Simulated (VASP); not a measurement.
# TaW5 (P4/mmm) in VASP: relaxation of cell and atoms with PBE

Aim: the relaxation of cell and atoms of TaW5 with PBE.

All numbers are computed with VASP 6.6.1; they aren't measurements. Logs are shortened: lines on timing, memory, paths and dates and some standing lists are left out, and cuts for length are marked.

## (1) The cell of the first run

It takes space group P4/mmm (No. 123, tetragonal). Conventional cell: a = 3.193 Å, b = 3.193 Å, c = 9.645 Å, α = 90.00°, β = 90.00°, γ = 90.00°. Within 3.7 Å of Ta (site symmetry 4/mmm) lie 10 W at 2.80 to 3.23 Å and 4 Ta at 3.19 Å. Within 3.6 Å of W (site symmetry 4/mmm) lie 14 W at 2.76 to 3.19 Å. Within 3.6 Å of W (site symmetry 4mm) lie 13 W at 2.75 to 3.19 Å and 1 Ta at 3.23 Å. W (site symmetry 4mm) has 10 W at 2.75 to 3.31 Å and 4 Ta at 2.80 Å within 3.6 Å.

## (2) Relaxation of cell and atoms, PBE

Contents of INCAR:

```
PREC = Accurate ; ENCUT = 500
EDIFF = 1E-7 ; ISMEAR = 0
SIGMA = 0.1 ; LREAL = False
LASPH = True ; NELM = 120
ALGO = Normal ; ISIF = 3
LWAVE = False ; LCHARG = False
GGA = PE ; IBRION = 2
NSW = 100 ; EDIFFG = -0.01
GGA_COMPAT = False ; NELMIN = 4
```

Contents of KPOINTS:

```
regular mesh
0
Gamma
  12 12 4
```

Contents of POSCAR:

```
TaW5
1.0
    3.1925878476      0.0000000000      0.0000000000
    0.0000000000      3.1925878476      0.0000000000
    0.0000000000      0.0000000000      9.6453128619
Ta W
1 5
Direct
    0.5000000000      0.5000000000      0.5000000000
    0.0000000000      0.0000000000      0.0000000000
    0.5000000000      0.5000000000      0.1652949056
    0.0000000000      0.0000000000      0.3284366001
    0.0000000000      0.0000000000      0.6715633999
    0.5000000000      0.5000000000      0.8347050944
```

Potentials or basis: VASP PAW PBE potentials, release 64 (Ta_pv, W_sv).

Launch:

```console
$ cat potpaw_PBE.64/Ta_pv/POTCAR potpaw_PBE.64/W_sv/POTCAR > POTCAR
$ mpirun -np 1 vasp_std > vasp.out
```

OUTCAR:

```text
PREC = Accurate
   ENCUT = 500
   EDIFF = 1E-7
   ISMEAR = 0
   LREAL = False
   LASPH = True
   NELM = 120
   ISIF = 3
   GGA = PE
   IBRION = 2
   NSW = 100
   EDIFFG = -0.01
   NELMIN = 4

 ion  position               nearest neighbor table
   1  0.500  0.500  0.500-   4 2.80   5 2.80   4 2.80   5 2.80   4 2.80   5 2.80   4 2.80   5 2.80
                             3 3.23   6 3.23
   2  0.000  0.000  0.000-   3 2.76   6 2.76   3 2.76   6 2.76   3 2.76   6 2.76   3 2.76   6 2.76
                             5 3.17   4 3.17
   3  0.500  0.500  0.165-   4 2.75   4 2.75   4 2.75   4 2.75   2 2.76   2 2.76   2 2.76   2 2.76
                             6 3.19   1 3.23
   4  0.000  0.000  0.328-   3 2.75   3 2.75   3 2.75   3 2.75   1 2.80   1 2.80   1 2.80   1 2.80
                             2 3.17   5 3.31
   5  0.000  0.000  0.672-   6 2.75   6 2.75   6 2.75   6 2.75   1 2.80   1 2.80   1 2.80   1 2.80
                             2 3.17   4 3.31
   6  0.500  0.500  0.835-   5 2.75   5 2.75   5 2.75   5 2.75   2 2.76   2 2.76   2 2.76   2 2.76
                             3 3.19   1 3.23

  LATTYP: Found a simple tetragonal cell.
 ALAT       =     3.1925878476
 C/A-ratio  =     3.0211581708

  Lattice vectors:

 A1 = (   3.1925878476,   0.0000000000,   0.0000000000)
 A2 = (   0.0000000000,   3.1925878476,   0.0000000000)
 A3 = (   0.0000000000,   0.0000000000,   9.6453128619)

Analysis of symmetry for initial positions (statically):
=====================================================================
 Subroutine PRICEL returns:
 Original cell was already a primitive cell.

 Routine SETGRP: Setting up the symmetry group for a
 simple tetragonal supercell.

 Subroutine GETGRP returns: Found 16 space group operations
 (whereof 16 operations were pure point group operations)
 out of a pool of 16 trial point group operations.

The static configuration has the point symmetry D_4h.

Analysis of symmetry for dynamics (positions and initial velocities):
=====================================================================
 Subroutine PRICEL returns:
 Original cell was already a primitive cell.

 Routine SETGRP: Setting up the symmetry group for a
 simple tetragonal supercell.

 Subroutine GETGRP returns: Found 16 space group operations
 (whereof 16 operations were pure point group operations)
 out of a pool of 16 trial point group operations.

The dynamic configuration has the point symmetry D_4h.

 Subroutine INISYM returns: Found 16 space group operations
 (whereof 16 operations are pure point group operations),
 and found     1 'primitive' translations

[... 109 lines left out ...]
   ISYM   =      2    0-nonsym 1-usesym 2-fastsym
   POTIM  = 0.5000    time-step for ionic-motion
   TEBEG  =    0.0;   TEEND  =   0.0 temperature during run
   PSTRESS=    0.0 pullay stress
   NELECT =      81.0000    total number of electrons
   NUPDOWN=      -1.0000    fix difference up-down
   EMIN   =  10.00;   EMAX   =-10.00  energy-range for DOS
   EFERMI =   0.00;   METHOD = LEGACY
   ISMEAR =     0;   SIGMA  =   0.10  broadening in eV -4-tet -1-fermi 0-gaus
   EFERMI_NEDOS =   21; number of points for ismear=-14 and -15
   IALGO  =     38    algorithm
   IMIX   =      4    mixing-type and parameters
     AMIX     =   0.40;   BMIX     =  1.00
     AMIX_MAG =   1.60;   BMIX_MAG =  1.00
  volume/ion in A,a.u.               =      16.39       110.57
  Fermi-wavevector in a.u.,A,eV,Ry     =   1.534744  2.900245 32.047678  2.355438
  Thomas-Fermi vector in A             =   2.641629
   LORBIT       =      0    0 simple, 1 ext, 2 COOP (PROOUT), +10 PAW based schemes
   GGA     = PE    functional components
   LHFCALC =     F    Hartree Fock is set to
   AEXX    =    0.0000 exact exchange contribution
   IVDW    =     0    specifies the selected vdW correction
   LEPSILON=     F    determine dielectric tensor
   LRPA    =     F    only Hartree local field effects (RPA)
 conjugate gradient relaxation of ions
 non-spin polarized calculation
 Gauss-broadening in eV      SIGMA  =   0.10
  energy-cutoff  :      500.00
  volume of cell :       98.31
 maximum number of plane-waves:      2528
 NGX is ok and might be reduce to    24
   NGX = 11   NGY = 11   NGZ = 35

--------------------------------------- Ionic step        1  -------------------------------------------

 number of electron      80.9999988 magnetization

 Free energy of the ion-electron system (eV)
  ---------------------------------------------------
  ext. energy  EPLUGINS =         0.00000000
  ---------------------------------------------------
  free energy    TOTEN  =       -76.96806604 eV

  energy without entropy =      -76.95472637  energy(sigma->0) =      -76.96139621

------------------------ aborting loop because EDIFF is reached ----------------------------------------

  FORCE on cell =-STRESS in cart. coord.  units (eV):
  Direction    XX          YY          ZZ          XY          YZ          ZX
  --------------------------------------------------------------------------------------
  -------------------------------------------------------------------------------------
  Total        0.8465789      0.8465789      0.3687637      0.0000000      0.0000000      0.0000000
  in kB       13.7967245     13.7967245      6.0097535      0.0000000      0.0000000      0.0000000
  external PRESSURE =      11.2010675 kB  Pullay stress =       0.0000000 kB
[... 27 lines left out ...]
--------------------------------------- Ionic step        2  -------------------------------------------

 number of electron      80.9999992 magnetization

 E-fermi :   9.8706     XC(G=0): -13.3041

 val. band max:        9.8610807139   @ k =   0.4167   0.0000   0.2500
 cond. band min:       9.8736991180   @ k =   0.1667   0.0000   0.0000
 fundamental gap:      0.0126184041
 Fermi energy:         9.8706422712

 k-point     1 :       0.0000    0.0000    0.0000
  band No.  band energies     occupation
      1     -64.2233      2.00000
      2     -64.1293      2.00000
      3     -64.0808      2.00000
      4     -63.8486      2.00000
      5     -63.8468      2.00000
      6     -28.6207      2.00000
[... 1294 lines left out ...]
--------------------------------------- Ionic step        4  -------------------------------------------

 number of electron      80.9999989 magnetization

 Free energy of the ion-electron system (eV)
  ---------------------------------------------------
  ext. energy  EPLUGINS =         0.00000000
  ---------------------------------------------------
  free energy    TOTEN  =       -76.96989667 eV

  energy without entropy =      -76.95631642  energy(sigma->0) =      -76.96310655

 E-fermi :  10.0402     XC(G=0): -13.3746

 val. band max:       10.0381455291   @ k =   0.1667   0.0000   0.0000
 cond. band min:      10.0416143910   @ k =   0.3333   0.0833   0.2500
 fundamental gap:      0.0034688619
 Fermi energy:        10.0401621926

 k-point     1 :       0.0000    0.0000    0.0000
  band No.  band energies     occupation
      1     -64.0365      2.00000
      2     -63.9394      2.00000
      3     -63.8869      2.00000
      4     -63.6550      2.00000
      5     -63.6532      2.00000
      6     -28.4521      2.00000
[... 1248 lines left out ...]
  FREE ENERGIE OF THE ION-ELECTRON SYSTEM (eV)
  ---------------------------------------------------
  free  energy   TOTEN  =       -76.9698966685 eV

  energy  without entropy=      -76.9563164237  energy(sigma->0) =      -76.96310655

 reached required accuracy - stopping structural energy minimisation
```

OSZICAR:

```text
N       E                     dE             d eps       ncg     rms          rms(c)
DAV:   1     0.105327877362E+04    0.10533E+04   -0.44553E+04  8088   0.190E+03
DAV:   2    -0.116691991936E+02   -0.10649E+04   -0.10390E+04  8256   0.617E+02
DAV:   3    -0.783455188965E+02   -0.66676E+02   -0.62617E+02  9592   0.138E+02
[... 46 lines left out ...]
DAV:   4    -0.769698938639E+02    0.10189E-03   -0.53936E-04 10344   0.192E-01    0.296E-02
DAV:   5    -0.769698963042E+02   -0.24403E-05   -0.74201E-05  9792   0.692E-02    0.205E-02
DAV:   6    -0.769698974234E+02   -0.11192E-05   -0.16319E-05 10384   0.303E-02    0.641E-03
DAV:   7    -0.769698967519E+02    0.67158E-06   -0.43220E-06 10040   0.171E-02    0.316E-03
DAV:   8    -0.769698966685E+02    0.83342E-07   -0.64674E-07  9992   0.566E-03
   4 F= -.76969897E+02 E0= -.76963107E+02  d E =-.228169E-03
```

Run time: 8.1 min. Hardware: 1 thread of AMD EPYC 9R45 (Zen 5), shared host; peak memory 0.37 GiB.

What came out:

| Item | Value |
| --- | --- |
| Free energy | -76.9699 eV |
| Relaxed volume | 16.45 Å³/atom |
| Relaxed cell | a = 3.200 Å, b = 3.200 Å, c = 9.636 Å, α = 90.00°, β = 90.00°, γ = 90.00° |
| Space group after relaxing (to 0.1 Å) | P4/mmm (No. 123) |
| Energy gained by relaxing | 0.3 meV/atom |
| Ionic steps | 4 |
| Pressure after relaxing | 0.0 GPa |
| Largest force after relaxing | 0.009 eV/Å |
| Band gap on the k mesh | zero (an odd number of electrons rules out a gap without spin polarisation) |

Forces in eV/Å, atoms in the order of the input:
```
Ta   0.000  0.000  0.000
W    0.000  0.000  0.000
W    0.000  0.000  0.009
W    0.000  0.000  0.006
W    0.000  0.000 -0.006
W    0.000  0.000 -0.009
```

Step by step:
```tsv
step	energy change (eV)	largest force (eV/Å)	pressure (GPa)	volume (Å³)
1	0.0000	0.0393	1.12	98.31
2	0.0124	0.0411	-3.55	99.95
3	-0.0016	0.0181	-0.09	98.72
4	-0.0018	0.0093	0.01	98.68
```

Final structure:
```
Ta W
1.0
     3.20011    0.00000    0.00000
     0.00000    3.20011    0.00000
     0.00000    0.00000    9.63637
Ta W
1 5
Cartesian
  1.6001 1.6001 4.8182
  0.0000 3.2001 9.6364
  1.6001 1.6001 1.5921
  0.0000 0.0000 3.1662
  0.0000 0.0000 6.4701
  1.6001 1.6001 8.0443
```

Levels at points of the mesh, in eV from the Fermi level:
```
           k point  band 39  band 40  band 41  band 42  band 43  band 44
(0.00, 0.00, 0.00)    -0.48    -0.38    -0.22     0.14     0.75     1.18
(0.50, 0.00, 0.00)    -0.51    -0.26    -0.23     0.02     0.12     1.56
(0.50, 0.50, 0.00)    -1.36     0.94     0.94     2.32     2.35     3.01
(0.00, 0.00, 0.50)    -0.25    -0.22    -0.22     0.16     0.16     1.50
(0.50, 0.00, 0.50)    -0.94     0.62     0.64     0.72     0.90     0.92
(0.50, 0.50, 0.50)    -0.06     0.16     0.16     2.38     2.40     2.90
```

Caveat: spin-orbit coupling is left out, which moves the levels of the heavy elements.
